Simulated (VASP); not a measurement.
# Sc (Fm-3m) in VASP: a series of runs

Sc is run at these levels: PBE; tasks: electric field gradients.

All numbers are computed with VASP 6.6.1; they aren't measurements. Logs are shortened: lines on timing, memory, paths and dates and some standing lists are left out, and cuts for length are marked.

**1. The cell of the first run**

It takes space group Fm-3m (No. 225, cubic). The conventional cell has a = 4.541 Å, b = 4.541 Å, c = 4.541 Å, α = 90.00°, β = 90.00°, γ = 90.00°. Within 4.2 Å of Sc (site symmetry m-3m) lie 12 Sc at 3.21 Å.

**2. Electric field gradients, PBE**

INCAR

```
ALGO     = Normal         # electronic algorithm
EDIFF    = 1E-8           # SCF threshold, eV
ENCUT    = 520            # plane-wave cutoff, eV
GGA      = PE             # functional
ISIF     = 2              # what is computed and relaxed
ISMEAR   = -1             # smearing method
LASPH    = True           # aspherical terms in the spheres
LCHARG   = False          # write CHGCAR
LEFG     = True         
LREAL    = False          # projectors in reciprocal space
LWAVE    = False          # write WAVECAR
NBANDS   = 12             # bands
NELM     = 60             # most SCF steps
PREC     = Accurate       # precision mode
SIGMA    = 0.03           # smearing width, eV
```

KPOINTS

```
k-points
0
Gamma
  12 12 12
```

POSCAR

```
Sc
1.0
    0.0000000000      2.2705000000      2.2705000000
    2.2705000000      0.0000000000      2.2705000000
    2.2705000000      2.2705000000      0.0000000000
Sc
1
Direct
    0.0000000000      0.0000000000      0.0000000000
```

Potentials or basis: VASP PAW PBE potentials, release 64 (Sc_sv).

Command:

```sh
> cat potpaw_PBE.64/Sc_sv/POTCAR > POTCAR
> mpirun -np 1 vasp_std > vasp.out
```

OUTCAR:

```text
EDIFF = 1E-8
   ENCUT = 520
   GGA = PE
   ISIF = 2
   ISMEAR = -1
   LASPH = True
   LREAL = False
   NELM = 60
   PREC = Accurate

 ion  position               nearest neighbor table
   1  0.000  0.000  0.000-

  LATTYP: Found a face centered cubic cell.
 ALAT       =     4.5410000000

  Lattice vectors:

 A1 = (   0.0000000000,   2.2705000000,   2.2705000000)
 A2 = (   2.2705000000,   0.0000000000,   2.2705000000)
 A3 = (   2.2705000000,   2.2705000000,   0.0000000000)

Analysis of symmetry for initial positions (statically):
=====================================================================
 Subroutine PRICEL returns:
 Original cell was already a primitive cell.

 Routine SETGRP: Setting up the symmetry group for a
 face centered cubic supercell.

 Subroutine GETGRP returns: Found 48 space group operations
 (whereof 48 operations were pure point group operations)
 out of a pool of 48 trial point group operations.

The static configuration has the point symmetry O_h .

Analysis of symmetry for dynamics (positions and initial velocities):
=====================================================================
 Subroutine PRICEL returns:
 Original cell was already a primitive cell.

 Routine SETGRP: Setting up the symmetry group for a
 face centered cubic supercell.

 Subroutine GETGRP returns: Found 48 space group operations
 (whereof 48 operations were pure point group operations)
 out of a pool of 48 trial point group operations.

The dynamic configuration has the point symmetry O_h .

 Subroutine INISYM returns: Found 48 space group operations
 (whereof 48 operations are pure point group operations),
 and found     1 'primitive' translations

----------------------------------------------------------------------------------------

                                     Primitive cell

  volume of cell :      23.4096

  direct lattice vectors                    reciprocal lattice vectors
     0.000000000  2.270500000  2.270500000    -0.220215811  0.220215811  0.220215811
     2.270500000  0.000000000  2.270500000     0.220215811 -0.220215811  0.220215811
     2.270500000  2.270500000  0.000000000     0.220215811  0.220215811 -0.220215811

  length of vectors
     3.210971893  3.210971893  3.210971893     0.381424974  0.381424974  0.381424974

  position of ions in fractional coordinates (direct lattice)
     0.000000000  0.000000000  0.000000000

  ion indices of the primitive-cell ions
   primitive index   ion index
                 1           1

----------------------------------------------------------------------------------------

 KPOINTS: k-points

Automatic generation of k-mesh.
 Grid dimensions read from file:
 generate k-points for:   12   12   12

 Generating k-lattice:

  Cartesian coordinates                     Fractional coordinates (reciprocal lattice)
    -0.018351318  0.018351318  0.018351318     0.083333333  0.000000000  0.000000000
     0.018351318 -0.018351318  0.018351318     0.000000000  0.083333333  0.000000000
     0.018351318  0.018351318 -0.018351318     0.000000000  0.000000000  0.083333333

  Length of vectors
     0.031785415  0.031785415  0.031785415

  Shift w.r.t. Gamma in fractional coordinates (k-lattice)
     0.000000000  0.000000000  0.000000000

 Subroutine IBZKPT returns following result:
 ===========================================

 Found     72 irreducible k-points:

 Following reciprocal coordinates:
            Coordinates               Weight
  0.000000  0.000000  0.000000      1.000000
  0.083333  0.000000  0.000000      8.000000
  0.166667  0.000000  0.000000      8.000000
  0.250000  0.000000  0.000000      8.000000
  0.333333  0.000000  0.000000      8.000000
  0.416667  0.000000  0.000000      8.000000
[... 16 lines left out ...]
  0.500000  0.166667  0.000000     24.000000
 -0.416667  0.166667  0.000000     24.000000
 [... further k-points ...]
   k-points           NKPTS =     72   k-points in BZ     NKDIM =     72   number of bands    NBANDS=     12
   number of dos      NEDOS =    301   number of ions     NIONS =      1
   total plane-waves  NPLWV =  13824
   dimension x,y,z NGX =    24 NGY =   24 NGZ =   24
   dimension x,y,z NGXF=    48 NGYF=   48 NGZF=   48
   ions per type =               1
   NGX,Y,Z   is equivalent  to a cutoff of  12.43, 12.43, 12.43 a.u.
   NGXF,Y,Z  is equivalent  to a cutoff of  24.85, 24.85, 24.85 a.u.
 SYSTEM =  unknown system
   PREC   = accura    normal or accurate (medium, high low for compatibility)
   ISTART =      0    job   : 0-new  1-cont  2-samecut
   ICHARG =      2    charge: 1-file 2-atom 10-const
   ISPIN  =      1    spin polarized calculation?
   LNONCOLLINEAR =      F non collinear calculations
   LSORBIT =      F    spin-orbit coupling
   LASPH  =      T    aspherical Exc in radial PAW
   ENCUT  =  520.0 eV  38.22 Ry    6.18 a.u.   5.97  5.97  5.97*2*pi/ulx,y,z
   NELM   =     60;   NELMIN=  2; NELMDL= -5     # of ELM steps
   EDIFF  = 0.1E-07   stopping-criterion for ELM
   LREAL  =      F    real-space projection
   EDIFFG = 0.1E-06   stopping-criterion for IOM
   NSW    =      0    number of steps for IOM
   IBRION =     -1    ionic relax: 0-MD 1-quasi-New 2-CG
   NFREE  =      0    steps in history (QN), initial steepest desc. (CG)
   ISIF   =      2    stress and relaxation
   ISYM   =      2    0-nonsym 1-usesym 2-fastsym
   POTIM  = 0.5000    time-step for ionic-motion
   TEBEG  =    0.0;   TEEND  =   0.0 temperature during run
   PSTRESS=    0.0 pullay stress
   NELECT =      11.0000    total number of electrons
   NUPDOWN=      -1.0000    fix difference up-down
   EMIN   =  10.00;   EMAX   =-10.00  energy-range for DOS
   EFERMI =   0.00;   METHOD = LEGACY
   ISMEAR =    -1;   SIGMA  =   0.03  broadening in eV -4-tet -1-fermi 0-gaus
   EFERMI_NEDOS =   21; number of points for ismear=-14 and -15
   IALGO  =     38    algorithm
   IMIX   =      4    mixing-type and parameters
     AMIX     =   0.40;   BMIX     =  1.00
     AMIX_MAG =   1.60;   BMIX_MAG =  1.00
  volume/ion in A,a.u.               =      23.41       157.98
  Fermi-wavevector in a.u.,A,eV,Ry     =   1.272744  2.405136 22.039751  1.619876
  Thomas-Fermi vector in A             =   2.405605
   LORBIT       =      0    0 simple, 1 ext, 2 COOP (PROOUT), +10 PAW based schemes
   GGA     = PE    functional components
   LHFCALC =     F    Hartree Fock is set to
   AEXX    =    0.0000 exact exchange contribution
   IVDW    =     0    specifies the selected vdW correction
   LEPSILON=     F    determine dielectric tensor
   LRPA    =     F    only Hartree local field effects (RPA)
 non-spin polarized calculation
  energy-cutoff  :      520.00
  volume of cell :       23.41
 maximum number of plane-waves:       648
   NGX = 11   NGY = 11   NGZ = 11

 number of electron      10.9999998 magnetization

 Free energy of the ion-electron system (eV)
  ---------------------------------------------------
  ext. energy  EPLUGINS =         0.00000000
  ---------------------------------------------------
  free energy    TOTEN  =        -6.19291271 eV

  energy without entropy =       -6.18805409  energy(sigma->0) =       -6.19048340

 E-fermi :   4.0516     XC(G=0): -10.0834

 val. band max:        4.0302028531   @ k =  -0.4167   0.1667   0.0833
 cond. band min:       4.0785221807   @ k =   0.5000   0.3333   0.1667
 fundamental gap:      0.0483193275
 Fermi energy:         4.0515997985

 k-point     1 :       0.0000    0.0000    0.0000
  band No.  band energies     occupation
      1     -45.2536      2.00000
      2     -23.6385      2.00000
      3     -23.6385      2.00000
      4     -23.6385      2.00000
      5      -1.2363      2.00000
      6       5.6992      0.00000
      7       5.6992      0.00000
      8       5.6992      0.00000
      9       7.1734      0.00000
     10       7.1734      0.00000
     11      16.8368      0.00000
     12      20.4413      0.00000

 k-point     2 :       0.0833    0.0000    0.0000
  band No.  band energies     occupation
      1     -45.2487      2.00000
      2     -23.6711      2.00000
      3     -23.6426      2.00000
      4     -23.6426      2.00000
      5      -1.0522      2.00000
      6       5.5606      0.00000
      7       5.7673      0.00000
      8       5.7673      0.00000
      9       7.1254      0.00000
     10       7.1254      0.00000
     11      17.0093      0.00000
     12      19.1136      0.00000
[... 316 lines left out ...]
 k-point    24 :      -0.4167    0.1667    0.0000
  band No.  band energies     occupation
      1     -45.1724      2.00000
      2     -24.0636      2.00000
      3     -23.7846      2.00000
      4     -23.7164      2.00000
      5       2.7516      2.00000
      6       3.9883      1.78377
      7       5.1345      0.00000
      8       6.0095      0.00000
      9       7.9214      0.00000
     10       8.9072      0.00000
     11      11.2036      0.00000
     12      15.7211      0.00000

 [... further k-points ...]
[... 5 lines left out ...]
  --------------------------------------------------------------------------------------
  -------------------------------------------------------------------------------------
  Total        0.4351691      0.4351691      0.4351691     -0.0000000     -0.0000000      0.0000000
  in kB       29.7833889     29.7833889     29.7833889     -0.0000000     -0.0000000      0.0000000
  external PRESSURE =      29.7833889 kB  Pullay stress =       0.0000000 kB

 VOLUME and BASIS-vectors are now :
 -----------------------------------------------------------------------------
  energy-cutoff  :      520.00
  volume of cell :       23.41
      direct lattice vectors                 reciprocal lattice vectors
     0.000000000  2.270500000  2.270500000    -0.220215811  0.220215811  0.220215811
     2.270500000  0.000000000  2.270500000     0.220215811 -0.220215811  0.220215811
     2.270500000  2.270500000  0.000000000     0.220215811  0.220215811 -0.220215811

 POSITION                                       TOTAL-FORCE (eV/Angst)
 -----------------------------------------------------------------------------------
      0.00000      0.00000      0.00000        -0.000000      0.000000      0.000000
 -----------------------------------------------------------------------------------
    total drift:                                0.000000      0.000000     -0.000000

  FREE ENERGIE OF THE ION-ELECTRON SYSTEM (eV)
  ---------------------------------------------------
  free  energy   TOTEN  =        -6.1929127053 eV

  energy  without entropy=       -6.1880540902  energy(sigma->0) =       -6.19048340

 Electric field gradients (V/A^2)
---------------------------------------------------------------------
 ion       V_xx      V_yy      V_zz      V_xy      V_xz      V_yz
---------------------------------------------------------------------
   1      -0.000    -0.000    -0.000     0.000     0.000     0.000
---------------------------------------------------------------------

 Electric field gradients after diagonalization (V/A^2)
 (convention: |V_zz| > |V_xx| > |V_yy|)
----------------------------------------------------------------------
 ion       V_xx      V_yy      V_zz     asymmetry (V_yy - V_xx)/ V_zz
----------------------------------------------------------------------
   1      -0.000    -0.000     0.000       0.000
----------------------------------------------------------------------

           NMR quadrupolar parameters

 Cq : quadrupolar parameter    Cq=e*Q*V_zz/h
 eta: asymmetry parameters     (V_yy - V_xx)/ V_zz
 Q  : nuclear electric quadrupole moment in mb (millibarn)
----------------------------------------------------------------------
 ion       Cq(MHz)       eta       Q (mb)
----------------------------------------------------------------------
   1       0.000       0.000       1.000
----------------------------------------------------------------------
```

Wall time 38 s (1 thread of Intel Xeon 8259CL, shared host); peak memory 0.15 GiB.

What came out:

```
Free energy : -6.1929 eV
Pressure    : 3.0 GPa
```

Levels at points of the mesh, in eV from the Fermi level:
```csv
k point,band 3,band 4,band 5,band 6,band 7,band 8
"(0.00, 0.00, 0.00)",-27.69,-27.69,-5.29,1.65,1.65,1.65
"(0.50, 0.00, 0.00)",-27.75,-27.75,-1.83,0.32,1.53,1.53
"(0.50, 0.50, 0.00)",-27.86,-27.86,-1.63,-0.70,2.10,4.07
```

Caveat: without QUAD_EFG the Cq values of the log hold for a quadrupole moment of 1 mb, not for the nuclei.

**3. Electric field gradients, PBE**

INCAR

```
SYSTEM = Sc
PREC = Accurate
ENCUT = 520
EDIFF = 1E-8
ISMEAR = -1
SIGMA = 0.03
LREAL = .False.
LASPH = .True.
NELM = 80
ALGO = Normal
ISIF = 2
LWAVE = .False.
LCHARG = .False.
GGA = PE
LEFG = .True.
NBANDS = 12
```

KPOINTS

```
Automatic mesh
0
Gamma
  12 12 12
  0 0 0
```

POSCAR is that of step 2.

Potentials or basis: VASP PAW PBE potentials, release 64 (Sc_sv).

Command:

```sh
> cat potpaw_PBE.64/Sc_sv/POTCAR > POTCAR
> mpirun -np 1 vasp_std > vasp.out
```

OUTCAR:

```text
SYSTEM = Sc
   PREC = Accurate
   ENCUT = 520
   EDIFF = 1E-8
   ISMEAR = -1
   LREAL = .False.
   LASPH = .True.
   NELM = 80
   ISIF = 2
   GGA = PE

 ion  position               nearest neighbor table
   1  0.000  0.000  0.000-

  LATTYP: Found a face centered cubic cell.
 ALAT       =     4.5410000000

  Lattice vectors:

 A1 = (   0.0000000000,   2.2705000000,   2.2705000000)
 A2 = (   2.2705000000,   0.0000000000,   2.2705000000)
 A3 = (   2.2705000000,   2.2705000000,   0.0000000000)

Analysis of symmetry for initial positions (statically):
=====================================================================
 Subroutine PRICEL returns:
 Original cell was already a primitive cell.

 Routine SETGRP: Setting up the symmetry group for a
 face centered cubic supercell.

 Subroutine GETGRP returns: Found 48 space group operations
 (whereof 48 operations were pure point group operations)
 out of a pool of 48 trial point group operations.

The static configuration has the point symmetry O_h .

Analysis of symmetry for dynamics (positions and initial velocities):
=====================================================================
 Subroutine PRICEL returns:
 Original cell was already a primitive cell.

 Routine SETGRP: Setting up the symmetry group for a
 face centered cubic supercell.

 Subroutine GETGRP returns: Found 48 space group operations
 (whereof 48 operations were pure point group operations)
 out of a pool of 48 trial point group operations.

The dynamic configuration has the point symmetry O_h .

 Subroutine INISYM returns: Found 48 space group operations
 (whereof 48 operations are pure point group operations),
[... 151 lines left out ...]
      2     -23.6385      2.00000
      3     -23.6385      2.00000
      4     -23.6385      2.00000
      5      -1.2363      2.00000
      6       5.6992      0.00000
      7       5.6992      0.00000
      8       5.6992      0.00000
      9       7.1734      0.00000
     10       7.1734      0.00000
     11      16.8368      0.00000
     12      20.4413      0.00000
[... 331 lines left out ...]
 k-point    24 :      -0.4167    0.1667    0.0000
  band No.  band energies     occupation
      1     -45.1724      2.00000
      2     -24.0636      2.00000
      3     -23.7846      2.00000
      4     -23.7164      2.00000
      5       2.7516      2.00000
      6       3.9883      1.78377
      7       5.1345      0.00000
      8       6.0095      0.00000
      9       7.9214      0.00000
     10       8.9072      0.00000
     11      11.2036      0.00000
     12      15.7211      0.00000

 [... further k-points ...]
[... 5 lines left out ...]
  --------------------------------------------------------------------------------------
  -------------------------------------------------------------------------------------
  Total        0.4351691      0.4351691      0.4351691     -0.0000000     -0.0000000      0.0000000
  in kB       29.7833889     29.7833889     29.7833889     -0.0000000     -0.0000000      0.0000000
  external PRESSURE =      29.7833889 kB  Pullay stress =       0.0000000 kB

 VOLUME and BASIS-vectors are now :
 -----------------------------------------------------------------------------
  energy-cutoff  :      520.00
  volume of cell :       23.41
      direct lattice vectors                 reciprocal lattice vectors
     0.000000000  2.270500000  2.270500000    -0.220215811  0.220215811  0.220215811
     2.270500000  0.000000000  2.270500000     0.220215811 -0.220215811  0.220215811
     2.270500000  2.270500000  0.000000000     0.220215811  0.220215811 -0.220215811

 POSITION                                       TOTAL-FORCE (eV/Angst)
 -----------------------------------------------------------------------------------
      0.00000      0.00000      0.00000        -0.000000      0.000000      0.000000
 -----------------------------------------------------------------------------------
    total drift:                                0.000000      0.000000     -0.000000

  FREE ENERGIE OF THE ION-ELECTRON SYSTEM (eV)
  ---------------------------------------------------
  free  energy   TOTEN  =        -6.1929127053 eV

  energy  without entropy=       -6.1880540902  energy(sigma->0) =       -6.19048340

 Electric field gradients (V/A^2)
---------------------------------------------------------------------
 ion       V_xx      V_yy      V_zz      V_xy      V_xz      V_yz
---------------------------------------------------------------------
   1      -0.000    -0.000    -0.000     0.000     0.000     0.000
---------------------------------------------------------------------

 Electric field gradients after diagonalization (V/A^2)
 (convention: |V_zz| > |V_xx| > |V_yy|)
----------------------------------------------------------------------
 ion       V_xx      V_yy      V_zz     asymmetry (V_yy - V_xx)/ V_zz
----------------------------------------------------------------------
   1      -0.000    -0.000     0.000       0.000
----------------------------------------------------------------------

           NMR quadrupolar parameters

 Cq : quadrupolar parameter    Cq=e*Q*V_zz/h
 eta: asymmetry parameters     (V_yy - V_xx)/ V_zz
 Q  : nuclear electric quadrupole moment in mb (millibarn)
----------------------------------------------------------------------
 ion       Cq(MHz)       eta       Q (mb)
----------------------------------------------------------------------
   1       0.000       0.000       1.000
----------------------------------------------------------------------
```

stdout:

```text
POSCAR found type information on POSCAR Sc
 POSCAR found :  1 types and       1 ions
 scaLAPACK will be used
 LDA part: xc-table for (Slater+PW92), standard interpolation
 POSCAR, INCAR and KPOINTS ok, starting setup
 FFT: planning ... GRIDC
 FFT: planning ... GRID_SOFT
 FFT: planning ... GRID
 WAVECAR not read
 entering main loop
ion   1
```

Run time: 34 s. Hardware: 1 thread of Intel Xeon 8259CL, shared host; peak memory 0.15 GiB.

Results:

* Free energy: -6.1929 eV
* Pressure: 3.0 GPa

Caveat: without QUAD_EFG the Cq values of the log hold for a quadrupole moment of 1 mb, not for the nuclei.

[end of part 1 of 3]
